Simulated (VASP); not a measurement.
# As in VASP: notebook

Runs on As. Level: PBEsol+D3(BJ). Tasks: single point.

Program: VASP 6.6.1. These are calculated values, not measurements. Logs are shortened: lines on timing, memory, paths and dates and some standing lists are left out, and cuts for length are marked.

## 1. The cell of the first run

It takes space group Pm-3m (No. 221, cubic). Conventional cell: a = 2.655 Å, b = 2.655 Å, c = 2.655 Å, α = 90.00°, β = 90.00°, γ = 90.00°. Within 3.5 Å of As (site symmetry m-3m) lie 6 As at 2.66 Å.

## 2. Single point, PBEsol+D3(BJ)

The input, INCAR:

```
ALGO = Normal
EDIFF = 1E-6
ENCUT = 500
GGA = PS
GGA_COMPAT = False
ISIF = 2
ISMEAR = -1
IVDW = 12
LASPH = True
LCHARG = False
LREAL = False
LWAVE = False
NBANDS = 8
NELM = 120
PREC = Accurate
SIGMA = 0.1
```

The input, KPOINTS:

```
k-points
0
Gamma
  9 9 9
```

The input, POSCAR:

```
As
1.0
    2.6551762905      0.0000000000      0.0000000000
    0.0000000000      2.6551762905      0.0000000000
    0.0000000000      0.0000000000      2.6551762905
As
1
Direct
    0.5000000000      0.5000000000      0.5000000000
```

Potentials or basis: VASP PAW PBE potentials, release 64 (As).

Started as:

```bash
$ cat potpaw_PBE.64/As/POTCAR > POTCAR
$ mpirun -np 1 vasp_std > vasp.out
```

OUTCAR:

```text
EDIFF = 1E-6
   ENCUT = 500
   GGA = PS
   ISIF = 2
   ISMEAR = -1
   IVDW = 12
   LASPH = True
   LREAL = False
   NELM = 120
   PREC = Accurate
 IVDW          = 12

 ion  position               nearest neighbor table
   1  0.500  0.500  0.500-

  LATTYP: Found a simple cubic cell.
 ALAT       =     2.6551762905

  Lattice vectors:

 A1 = (   2.6551762905,   0.0000000000,   0.0000000000)
 A2 = (   0.0000000000,   2.6551762905,   0.0000000000)
 A3 = (   0.0000000000,   0.0000000000,   2.6551762905)

Analysis of symmetry for initial positions (statically):
=====================================================================
 Subroutine PRICEL returns:
 Original cell was already a primitive cell.

 Routine SETGRP: Setting up the symmetry group for a
 simple cubic supercell.

 Subroutine GETGRP returns: Found 48 space group operations
 (whereof 48 operations were pure point group operations)
 out of a pool of 48 trial point group operations.

The static configuration has the point symmetry O_h .

Analysis of symmetry for dynamics (positions and initial velocities):
=====================================================================
 Subroutine PRICEL returns:
 Original cell was already a primitive cell.

 Routine SETGRP: Setting up the symmetry group for a
 simple cubic supercell.

 Subroutine GETGRP returns: Found 48 space group operations
 (whereof 48 operations were pure point group operations)
 out of a pool of 48 trial point group operations.

The dynamic configuration has the point symmetry O_h .

 Subroutine INISYM returns: Found 48 space group operations
 (whereof 48 operations are pure point group operations),
 and found     1 'primitive' translations

----------------------------------------------------------------------------------------

                                     Primitive cell

  volume of cell :      18.7189

  direct lattice vectors                    reciprocal lattice vectors
     2.655176291  0.000000000  0.000000000     0.376622827  0.000000000  0.000000000
     0.000000000  2.655176291  0.000000000     0.000000000  0.376622827  0.000000000
     0.000000000  0.000000000  2.655176291     0.000000000  0.000000000  0.376622827

  length of vectors
     2.655176291  2.655176291  2.655176291     0.376622827  0.376622827  0.376622827

  position of ions in fractional coordinates (direct lattice)
     0.500000000  0.500000000  0.500000000

  ion indices of the primitive-cell ions
   primitive index   ion index
                 1           1

----------------------------------------------------------------------------------------

 KPOINTS: k-points

Automatic generation of k-mesh.
 Grid dimensions read from file:
 generate k-points for:    9    9    9

 Generating k-lattice:

  Cartesian coordinates                     Fractional coordinates (reciprocal lattice)
     0.041846981  0.000000000  0.000000000     0.111111111  0.000000000  0.000000000
     0.000000000  0.041846981  0.000000000     0.000000000  0.111111111  0.000000000
     0.000000000  0.000000000  0.041846981     0.000000000  0.000000000  0.111111111

  Length of vectors
     0.041846981  0.041846981  0.041846981

  Shift w.r.t. Gamma in fractional coordinates (k-lattice)
     0.000000000  0.000000000  0.000000000

 Subroutine IBZKPT returns following result:
 ===========================================

 Found     35 irreducible k-points:

 Following reciprocal coordinates:
            Coordinates               Weight
  0.000000  0.000000  0.000000      1.000000
  0.111111  0.000000  0.000000      6.000000
  0.222222  0.000000  0.000000      6.000000
  0.333333  0.000000  0.000000      6.000000
  0.444444  0.000000  0.000000      6.000000
  0.111111  0.111111  0.000000     12.000000
[... 16 lines left out ...]
  0.333333  0.333333  0.111111     24.000000
  0.444444  0.333333  0.111111     48.000000
 [... further k-points ...]
   k-points           NKPTS =     35   k-points in BZ     NKDIM =     35   number of bands    NBANDS=      8
   number of dos      NEDOS =    301   number of ions     NIONS =      1
   total plane-waves  NPLWV =   8000
   dimension x,y,z NGX =    20 NGY =   20 NGZ =   20
   dimension x,y,z NGXF=    40 NGYF=   40 NGZF=   40
   ions per type =               1
   NGX,Y,Z   is equivalent  to a cutoff of  12.52, 12.52, 12.52 a.u.
   NGXF,Y,Z  is equivalent  to a cutoff of  25.04, 25.04, 25.04 a.u.
 SYSTEM =  unknown system
   PREC   = accura    normal or accurate (medium, high low for compatibility)
   ISTART =      0    job   : 0-new  1-cont  2-samecut
   ICHARG =      2    charge: 1-file 2-atom 10-const
   ISPIN  =      1    spin polarized calculation?
   LNONCOLLINEAR =      F non collinear calculations
   LSORBIT =      F    spin-orbit coupling
   LASPH  =      T    aspherical Exc in radial PAW
   ENCUT  =  500.0 eV  36.75 Ry    6.06 a.u.   4.84  4.84  4.84*2*pi/ulx,y,z
   NELM   =    120;   NELMIN=  2; NELMDL= -5     # of ELM steps
   EDIFF  = 0.1E-05   stopping-criterion for ELM
   LREAL  =      F    real-space projection
   EDIFFG = 0.1E-04   stopping-criterion for IOM
   NSW    =      0    number of steps for IOM
   IBRION =     -1    ionic relax: 0-MD 1-quasi-New 2-CG
   NFREE  =      0    steps in history (QN), initial steepest desc. (CG)
   ISIF   =      2    stress and relaxation
   ISYM   =      2    0-nonsym 1-usesym 2-fastsym
   POTIM  = 0.5000    time-step for ionic-motion
   TEBEG  =    0.0;   TEEND  =   0.0 temperature during run
   PSTRESS=    0.0 pullay stress
   NELECT =       5.0000    total number of electrons
   NUPDOWN=      -1.0000    fix difference up-down
   EMIN   =  10.00;   EMAX   =-10.00  energy-range for DOS
   EFERMI =   0.00;   METHOD = LEGACY
   ISMEAR =    -1;   SIGMA  =   0.10  broadening in eV -4-tet -1-fermi 0-gaus
   EFERMI_NEDOS =   21; number of points for ismear=-14 and -15
   IALGO  =     38    algorithm
   IMIX   =      4    mixing-type and parameters
     AMIX     =   0.40;   BMIX     =  1.00
     AMIX_MAG =   1.60;   BMIX_MAG =  1.00
  volume/ion in A,a.u.               =      18.72       126.32
  Fermi-wavevector in a.u.,A,eV,Ry     =   1.054318  1.992371 15.124041  1.111586
  Thomas-Fermi vector in A             =   2.189473
   LORBIT       =      0    0 simple, 1 ext, 2 COOP (PROOUT), +10 PAW based schemes
   GGA     = PS    functional components
   LHFCALC =     F    Hartree Fock is set to
   AEXX    =    0.0000 exact exchange contribution
   IVDW    =    12    specifies the selected vdW correction
   LEPSILON=     F    determine dielectric tensor
   LRPA    =     F    only Hartree local field effects (RPA)
 non-spin polarized calculation
  energy-cutoff  :      500.00
  volume of cell :       18.72
 maximum number of plane-waves:       487
 NGX is ok and might be reduce to    20
   NGX =  9   NGY =  9   NGZ =  9

 number of electron       5.0000001 magnetization

 Free energy of the ion-electron system (eV)
  ---------------------------------------------------
  ext. energy  EPLUGINS =         0.00000000
  ---------------------------------------------------
  free energy    TOTEN  =        -5.03658932 eV

  energy without entropy =       -5.02231874  energy(sigma->0) =       -5.02945403

 E-fermi :   6.6421     XC(G=0): -10.7981

 val. band max:        6.5780458659   @ k =   0.3333   0.2222   0.0000
 cond. band min:       6.7832119120   @ k =   0.3333   0.2222   0.1111
 fundamental gap:      0.2051660461
 Fermi energy:         6.6420765958

 k-point     1 :       0.0000    0.0000    0.0000
  band No.  band energies     occupation
      1      -9.0651      2.00000
      2      10.7938      0.00000
      3      10.7938      0.00000
      4      10.7938      0.00000
      5      14.9923      0.00000
      6      14.9923      0.00000
      7      17.3212      0.00000
      8      32.0906      0.00000

 k-point     2 :       0.1111    0.0000    0.0000
  band No.  band energies     occupation
      1      -8.8255      2.00000
      2       8.2405      0.00000
      3      11.0077      0.00000
      4      11.0077      0.00000
      5      15.2041      0.00000
      6      16.4677      0.00000
      7      19.0097      0.00000
      8      29.2989      0.00000

 k-point     3 :       0.2222    0.0000    0.0000
  band No.  band energies     occupation
      1      -8.1211      2.00000
      2       4.6765      2.00000
      3      11.6123      0.00000
      4      11.6123      0.00000
      5      15.8209      0.00000
      6      17.4290      0.00000
      7      23.1866      0.00000
      8      25.9984      0.00000

 k-point     4 :       0.3333    0.0000    0.0000
  band No.  band energies     occupation
      1      -7.0267      2.00000
      2       1.5527      2.00000
      3      12.4630      0.00000
      4      12.4630      0.00000
      5      16.7546      0.00000
      6      18.6258      0.00000
      7      23.3076      0.00000
      8      23.3076      0.00000

 k-point     5 :       0.4444    0.0000    0.0000
  band No.  band energies     occupation
      1      -5.8876      2.00000
      2      -0.6224      2.00000
      3      13.1838      0.00000
      4      13.1838      0.00000
      5      17.6638      0.00000
      6      20.1857      0.00000
      7      21.6607      0.00000
      8      21.6607      0.00000
[... 177 lines left out ...]
 k-point    22 :       0.4444    0.2222    0.1111
  band No.  band energies     occupation
      1      -4.6946      2.00000
      2       0.4865      2.00000
      3       7.6658      0.00007
      4      11.8627      0.00000
      5      14.2032      0.00000
      6      18.6569      0.00000
      7      22.5513      0.00000
      8      25.1102      0.00000

 k-point    23 :       0.3333    0.3333    0.1111
  band No.  band energies     occupation
      1      -4.7381      2.00000
      2       3.3317      2.00000
      3       3.9870      2.00000
      4      11.8439      0.00000
      5      13.2407      0.00000
      6      20.7305      0.00000
      7      21.7471      0.00000
      8      23.4441      0.00000

 k-point    24 :       0.4444    0.3333    0.1111
  band No.  band energies     occupation
      1      -3.5732      2.00000
      2       1.4452      2.00000
      3       4.5909      2.00000
      4      11.2546      0.00000
      5      12.7738      0.00000
      6      19.6464      0.00000
      7      22.1695      0.00000
      8      24.4221      0.00000

 [... further k-points ...]

------------------------ aborting loop because EDIFF is reached ----------------------------------------

 Edisp (eV)   -0.42275

 E8    (eV) :    -0.2714

  FORCE on cell =-STRESS in cart. coord.  units (eV):
  Direction    XX          YY          ZZ          XY          YZ          ZX
  --------------------------------------------------------------------------------------
  -------------------------------------------------------------------------------------
  Total      -0.01176    -0.01176    -0.01176    -0.00000    -0.00000    -0.00000
  in kB      -1.00653    -1.00653    -1.00653    -0.00000    -0.00000    -0.00000
  external pressure =       -1.01 kB  Pullay stress =        0.00 kB

 VOLUME and BASIS-vectors are now :
 -----------------------------------------------------------------------------
  energy-cutoff  :      500.00
  volume of cell :       18.72
      direct lattice vectors                 reciprocal lattice vectors
     2.655176291  0.000000000  0.000000000     0.376622827  0.000000000  0.000000000
     0.000000000  2.655176291  0.000000000     0.000000000  0.376622827  0.000000000
     0.000000000  0.000000000  2.655176291     0.000000000  0.000000000  0.376622827

 POSITION                                       TOTAL-FORCE (eV/Angst)
 -----------------------------------------------------------------------------------
      1.32759      1.32759      1.32759         0.000000      0.000000      0.000000
 -----------------------------------------------------------------------------------
    total drift:                                0.000000     -0.000000      0.000000

  FREE ENERGIE OF THE ION-ELECTRON SYSTEM (eV)
  ---------------------------------------------------
  free  energy   TOTEN  =        -5.4593354841 eV

  energy  without entropy=       -5.4450649016  energy(sigma->0) =       -5.45220019
```

Wall time 3.9 s (1 thread of Intel Xeon 6975P-C, shared host); peak memory 0.13 GiB.

What came out:

```
Free energy                : -5.4593 eV
Pressure                   : -0.1 GPa
Dispersion energy per atom : -0.423 eV
```

Caveat: three body term missing; the PAW data sets were made with another functional, which shifts forces and pressure a little; pairwise dispersion overbinds metals, which lowers pressure and volume.

## 3. Single point, PBEsol+D3(BJ)

This run uses another cell than the first one, of 19.76 Å³/atom, 1.056 times its volume.

The input, INCAR:

```
SYSTEM = As
  ALGO = Normal
  EDIFF = 1E-6
  ENCUT = 500
  GGA = PS
  GGA_COMPAT = .FALSE.
  ISIF = 2
  ISMEAR = -1
  IVDW = 12
  LASPH = .TRUE.
  LCHARG = .TRUE.
  LELF = .TRUE.
  LREAL = .FALSE.
  LVHAR = .TRUE.
  LWAVE = .FALSE.
  NBANDS = 8
  NELM = 120
  PREC = Accurate
  SIGMA = 0.1
```

The input, KPOINTS:

```
k-points
0
G
  9 9 9
  0 0 0
```

The input, POSCAR:

```
As
1.0
    2.7036820000      0.0000000000      0.0000000000
    0.0000000000      2.7036820000      0.0000000000
    0.0000000000      0.0000000000      2.7036820000
As
1
Direct
    0.5000000000      0.5000000000      0.5000000000
```

Potentials or basis: VASP PAW PBE potentials, release 64 (As).

Started as:

```bash
$ cat potpaw_PBE.64/As/POTCAR > POTCAR
$ mpirun -np 1 vasp_std > vasp.out
```

Run time: 2.8 s. Hardware: 1 thread of Intel Xeon 6975P-C, shared host; peak memory 0.13 GiB.

It converged, with:

```yaml
Free_energy: -5.4428 eV
Pressure: -4.7 GPa
Dispersion_energy_per_atom: -0.400 eV
```

Levels at points of the mesh, in eV from the Fermi level:
```csv
k point,band 1,band 2,band 3,band 4,band 5,band 6
"(0.00, 0.00, 0.00)",-15.16,3.98,3.98,3.98,8.34,8.34
```

Caveat: three body term missing; the PAW data sets were made with another functional, which shifts forces and pressure a little; pairwise dispersion overbinds metals, which lowers pressure and volume.

(Continued in part 2 of 2.)
